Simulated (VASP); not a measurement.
# MgO (Periclase) (Fm-3m) in VASP: single point with PBEsol

Aim: the single point of MgO (Periclase) with PBEsol.

All numbers are computed with VASP 6.6.1; they aren't measurements. Logs are shortened: lines on timing, memory, paths and dates and some standing lists are left out, and cuts for length are marked.

**Measured values to compare with.**

From “Electronic structure of alkaline earth and post-transition metal oxides”, 2009, arxiv:0908.1581, for a bulk crystal of MgO: band gap 7.83 eV.

How close the calculation comes is told below.

## (1) The cell of the first run

The structure is cubic, space group Fm-3m (No. 225). The conventional cell has a = 4.217 Å, b = 4.217 Å, c = 4.217 Å, α = 90.00°, β = 90.00°, γ = 90.00°. Mg (site symmetry m-3m) has 6 O at 2.11 Å within 2.8 Å. Within 2.8 Å of O (site symmetry m-3m) lie 6 Mg at 2.11 Å.

## (2) Single point, PBEsol

INCAR

```
SYSTEM = MgO
ALGO = Normal ; EDIFF = 1E-6
ENCUT = 600 ; GGA = PS
GGA_COMPAT = .FALSE. ; ISIF = 2
ISMEAR = 0 ; LASPH = .TRUE.
LCHARG = .TRUE. ; LELF = .TRUE.
LREAL = .FALSE. ; LVHAR = .TRUE.
LWAVE = .FALSE. ; NBANDS = 11
NELM = 120 ; PREC = Accurate
SIGMA = 0.01
```

KPOINTS

```
k-points
0
G
  9 9 9
  0 0 0
```

POSCAR

```
MgO
1.0
    0.0000000000      2.1085000000      2.1085000000
    2.1085000000      0.0000000000      2.1085000000
    2.1085000000      2.1085000000      0.0000000000
Mg O
1 1
Direct
    0.0000000000      0.0000000000      0.0000000000
    0.5000000000      0.5000000000      0.5000000000
```

Potentials or basis: VASP PAW PBE potentials, release 64 (Mg, O).

Launch:

```bash
$ cat potpaw_PBE.64/Mg/POTCAR potpaw_PBE.64/O/POTCAR > POTCAR
$ mpirun -np 1 vasp_std > vasp.out
```

OUTCAR:

```text
SYSTEM = MgO
   EDIFF = 1E-6
   ENCUT = 600
   GGA = PS
   ISIF = 2
   ISMEAR = 0
   LASPH = .TRUE.
   LREAL = .FALSE.
   NELM = 120
   PREC = Accurate

 ion  position               nearest neighbor table
   1  0.000  0.000  0.000-   2 2.11   2 2.11   2 2.11   2 2.11   2 2.11   2 2.11
   2  0.500  0.500  0.500-   1 2.11   1 2.11   1 2.11   1 2.11   1 2.11   1 2.11

  LATTYP: Found a face centered cubic cell.
 ALAT       =     4.2170000000

  Lattice vectors:

 A1 = (   0.0000000000,   2.1085000000,   2.1085000000)
 A2 = (   2.1085000000,   0.0000000000,   2.1085000000)
 A3 = (   2.1085000000,   2.1085000000,   0.0000000000)

Analysis of symmetry for initial positions (statically):
=====================================================================
 Subroutine PRICEL returns:
 Original cell was already a primitive cell.

 Routine SETGRP: Setting up the symmetry group for a
 face centered cubic supercell.

 Subroutine GETGRP returns: Found 48 space group operations
 (whereof 48 operations were pure point group operations)
 out of a pool of 48 trial point group operations.

The static configuration has the point symmetry O_h .

Analysis of symmetry for dynamics (positions and initial velocities):
=====================================================================
 Subroutine PRICEL returns:
 Original cell was already a primitive cell.

 Routine SETGRP: Setting up the symmetry group for a
 face centered cubic supercell.

 Subroutine GETGRP returns: Found 48 space group operations
 (whereof 48 operations were pure point group operations)
 out of a pool of 48 trial point group operations.

The dynamic configuration has the point symmetry O_h .

 Subroutine INISYM returns: Found 48 space group operations
 (whereof 48 operations are pure point group operations),
 and found     1 'primitive' translations

----------------------------------------------------------------------------------------

                                     Primitive cell

  volume of cell :      18.7478

  direct lattice vectors                    reciprocal lattice vectors
     0.000000000  2.108500000  2.108500000    -0.237135404  0.237135404  0.237135404
     2.108500000  0.000000000  2.108500000     0.237135404 -0.237135404  0.237135404
     2.108500000  2.108500000  0.000000000     0.237135404  0.237135404 -0.237135404

  length of vectors
     2.981869296  2.981869296  2.981869296     0.410730569  0.410730569  0.410730569

  position of ions in fractional coordinates (direct lattice)
     0.000000000  0.000000000  0.000000000
     0.500000000  0.500000000  0.500000000

  ion indices of the primitive-cell ions
   primitive index   ion index
                 1           1
                 2           2

----------------------------------------------------------------------------------------

 KPOINTS: k-points

Automatic generation of k-mesh.
 Grid dimensions read from file:
 generate k-points for:    9    9    9

 Generating k-lattice:

  Cartesian coordinates                     Fractional coordinates (reciprocal lattice)
    -0.026348378  0.026348378  0.026348378     0.111111111  0.000000000  0.000000000
     0.026348378 -0.026348378  0.026348378     0.000000000  0.111111111  0.000000000
     0.026348378  0.026348378 -0.026348378     0.000000000  0.000000000  0.111111111

  Length of vectors
     0.045636730  0.045636730  0.045636730

  Shift w.r.t. Gamma in fractional coordinates (k-lattice)
     0.000000000  0.000000000  0.000000000

 Subroutine IBZKPT returns following result:
 ===========================================

 Found     35 irreducible k-points:

 Following reciprocal coordinates:
            Coordinates               Weight
  0.000000  0.000000  0.000000      1.000000
  0.111111  0.000000  0.000000      8.000000
  0.222222  0.000000  0.000000      8.000000
  0.333333  0.000000  0.000000      8.000000
  0.444444  0.000000  0.000000      8.000000
  0.111111  0.111111  0.000000      6.000000
[... 16 lines left out ...]
 -0.333333  0.333333  0.000000     12.000000
  0.444444  0.444444  0.000000      6.000000
 [... further k-points ...]
   k-points           NKPTS =     35   k-points in BZ     NKDIM =     35   number of bands    NBANDS=     11
   number of dos      NEDOS =    301   number of ions     NIONS =      2
   total plane-waves  NPLWV =  13824
   dimension x,y,z NGX =    24 NGY =   24 NGZ =   24
   dimension x,y,z NGXF=    48 NGYF=   48 NGZF=   48
   ions per type =               1   1
   NGX,Y,Z   is equivalent  to a cutoff of  13.38, 13.38, 13.38 a.u.
   NGXF,Y,Z  is equivalent  to a cutoff of  26.76, 26.76, 26.76 a.u.
 SYSTEM =  MgO
   PREC   = accura    normal or accurate (medium, high low for compatibility)
   ISTART =      0    job   : 0-new  1-cont  2-samecut
   ICHARG =      2    charge: 1-file 2-atom 10-const
   ISPIN  =      1    spin polarized calculation?
   LNONCOLLINEAR =      F non collinear calculations
   LSORBIT =      F    spin-orbit coupling
   LASPH  =      T    aspherical Exc in radial PAW
   ENCUT  =  600.0 eV  44.10 Ry    6.64 a.u.   5.96  5.96  5.96*2*pi/ulx,y,z
   NELM   =    120;   NELMIN=  2; NELMDL= -5     # of ELM steps
   EDIFF  = 0.1E-05   stopping-criterion for ELM
   LREAL  =      F    real-space projection
   EDIFFG = 0.1E-04   stopping-criterion for IOM
   NSW    =      0    number of steps for IOM
   IBRION =     -1    ionic relax: 0-MD 1-quasi-New 2-CG
   NFREE  =      0    steps in history (QN), initial steepest desc. (CG)
   ISIF   =      2    stress and relaxation
   ISYM   =      2    0-nonsym 1-usesym 2-fastsym
   POTIM  = 0.5000    time-step for ionic-motion
   TEBEG  =    0.0;   TEEND  =   0.0 temperature during run
   PSTRESS=    0.0 pullay stress
   NELECT =       8.0000    total number of electrons
   NUPDOWN=      -1.0000    fix difference up-down
   EMIN   =  10.00;   EMAX   =-10.00  energy-range for DOS
   EFERMI =   0.00;   METHOD = LEGACY
   ISMEAR =     0;   SIGMA  =   0.01  broadening in eV -4-tet -1-fermi 0-gaus
   EFERMI_NEDOS =   21; number of points for ismear=-14 and -15
   IALGO  =     38    algorithm
   IMIX   =      4    mixing-type and parameters
     AMIX     =   0.40;   BMIX     =  1.00
     AMIX_MAG =   1.60;   BMIX_MAG =  1.00
  volume/ion in A,a.u.               =       9.37        63.26
  Fermi-wavevector in a.u.,A,eV,Ry     =   1.232503  2.329092 20.668107  1.519063
  Thomas-Fermi vector in A             =   2.367270
   LORBIT       =      0    0 simple, 1 ext, 2 COOP (PROOUT), +10 PAW based schemes
   GGA     = PS    functional components
   LHFCALC =     F    Hartree Fock is set to
   AEXX    =    0.0000 exact exchange contribution
   IVDW    =     0    specifies the selected vdW correction
   LEPSILON=     F    determine dielectric tensor
   LRPA    =     F    only Hartree local field effects (RPA)
 non-spin polarized calculation
 Gauss-broadening in eV      SIGMA  =   0.01
  energy-cutoff  :      600.00
  volume of cell :       18.75
 maximum number of plane-waves:       637
   NGX = 11   NGY = 11   NGZ = 11

 number of electron       8.0000005 magnetization

 Free energy of the ion-electron system (eV)
  ---------------------------------------------------
  ext. energy  EPLUGINS =         0.00000000
  ---------------------------------------------------
  free energy    TOTEN  =       -12.51526302 eV

  energy without entropy =      -12.51526302  energy(sigma->0) =      -12.51526302

 E-fermi :   3.1635     XC(G=0): -11.2930

 val. band max:        3.0391881622   @ k =   0.0000   0.0000   0.0000
 cond. band min:       7.6408903565   @ k =   0.0000   0.0000   0.0000
 fundamental gap:      4.6017021943
 Fermi energy:         3.1635467145

 k-point     1 :       0.0000    0.0000    0.0000
  band No.  band energies     occupation
      1     -14.1477      2.00000
      2       3.0392      2.00000
      3       3.0392      2.00000
      4       3.0392      2.00000
      5       7.6409      0.00000
      6      18.6538      0.00000
      7      18.6538      0.00000
      8      18.6538      0.00000
      9      22.4867      0.00000
     10      24.3666      0.00000
     11      24.3666      0.00000

 k-point     2 :       0.1111    0.0000    0.0000
  band No.  band energies     occupation
      1     -14.0162      2.00000
      2       2.2442      2.00000
      3       2.9557      2.00000
      4       2.9557      2.00000
      5       8.3999      0.00000
      6      17.1997      0.00000
      7      18.9451      0.00000
      8      18.9451      0.00000
      9      23.5274      0.00000
     10      23.5274      0.00000
     11      24.4045      0.00000

 k-point     3 :       0.2222    0.0000    0.0000
  band No.  band energies     occupation
      1     -13.6625      2.00000
      2       0.7307      2.00000
      3       2.7525      2.00000
      4       2.7525      2.00000
      5       9.7173      0.00000
      6      15.6539      0.00000
      7      19.4573      0.00000
      8      19.4573      0.00000
      9      22.9241      0.00000
     10      22.9241      0.00000
     11      25.0104      0.00000

 k-point     4 :       0.3333    0.0000    0.0000
  band No.  band energies     occupation
      1     -13.2154      2.00000
      2      -0.6691      2.00000
      3       2.5345      2.00000
      4       2.5345      2.00000
      5      10.5554      0.00000
      6      15.1969      0.00000
      7      19.4441      0.00000
      8      19.4441      0.00000
      9      23.7523      0.00000
     10      23.7523      0.00000
     11      24.2937      0.00000
[... 239 lines left out ...]
 k-point    22 :      -0.4444    0.3333    0.0000
  band No.  band energies     occupation
      1     -12.5944      2.00000
      2      -0.6807      2.00000
      3       0.6639      2.00000
      4       1.8703      2.00000
      5      12.8142      0.00000
      6      14.3402      0.00000
      7      15.5987      0.00000
      8      21.0155      0.00000
      9      21.2248      0.00000
     10      28.3988      0.00000
     11      29.9183      0.00000

 k-point    23 :      -0.3333    0.3333    0.0000
  band No.  band energies     occupation
      1     -12.6091      2.00000
      2      -0.2199      2.00000
      3      -0.0642      2.00000
      4       2.0306      2.00000
      5      13.1701      0.00000
      6      15.0793      0.00000
      7      15.4238      0.00000
      8      20.6390      0.00000
      9      21.6775      0.00000
     10      26.0409      0.00000
     11      30.3792      0.00000

 k-point    24 :       0.4444    0.4444    0.0000
  band No.  band energies     occupation
      1     -12.6293      2.00000
      2      -1.0200      2.00000
      3       1.7122      2.00000
      4       1.7122      2.00000
      5      12.0603      0.00000
      6      12.8600      0.00000
      7      15.9877      0.00000
      8      21.7370      0.00000
      9      21.7370      0.00000
     10      28.4347      0.00000
     11      29.3913      0.00000

 [... further k-points ...]
[... 5 lines left out ...]
  --------------------------------------------------------------------------------------
  -------------------------------------------------------------------------------------
  Total       -0.1221738     -0.1221738     -0.1221738      0.0000000     -0.0000000      0.0000000
  in kB      -10.4408949    -10.4408949    -10.4408949      0.0000000     -0.0000000      0.0000000
  external PRESSURE =     -10.4408949 kB  Pullay stress =       0.0000000 kB

 VOLUME and BASIS-vectors are now :
 -----------------------------------------------------------------------------
  energy-cutoff  :      600.00
  volume of cell :       18.75
      direct lattice vectors                 reciprocal lattice vectors
     0.000000000  2.108500000  2.108500000    -0.237135404  0.237135404  0.237135404
     2.108500000  0.000000000  2.108500000     0.237135404 -0.237135404  0.237135404
     2.108500000  2.108500000  0.000000000     0.237135404  0.237135404 -0.237135404

 POSITION                                       TOTAL-FORCE (eV/Angst)
 -----------------------------------------------------------------------------------
      0.00000      0.00000      0.00000         0.000000     -0.000000      0.000000
      2.10850      2.10850      2.10850        -0.000000      0.000000      0.000000
 -----------------------------------------------------------------------------------
    total drift:                               -0.000000     -0.000000      0.000000

  FREE ENERGIE OF THE ION-ELECTRON SYSTEM (eV)
  ---------------------------------------------------
  free  energy   TOTEN  =       -12.5152630237 eV

  energy  without entropy=      -12.5152630237  energy(sigma->0) =      -12.51526302
```

It took 9.6 s on 1 thread of AMD EPYC 9R45 (Zen 5), shared host; peak memory 0.11 GiB.

What came out:

```yaml
Free_energy: -12.5153 eV
Pressure: -1.0 GPa
Band_gap_on_the_k_mesh: 4.60 eV, direct
```

Caveat: the PAW data sets were made with another functional, which shifts forces and pressure a little.

## (3) Against experiment

Step 2. Against the measured gap of MgO, 7.83 eV (quoted in “Electronic structure of alkaline earth and post-transition metal oxides”, 2009, arxiv:0908.1581), the calculated 4.60 eV is off by -3.23 eV. The value is that of PBEsol, without temperature or zero-point motion. Semilocal functionals fall short of measured gaps as a rule.
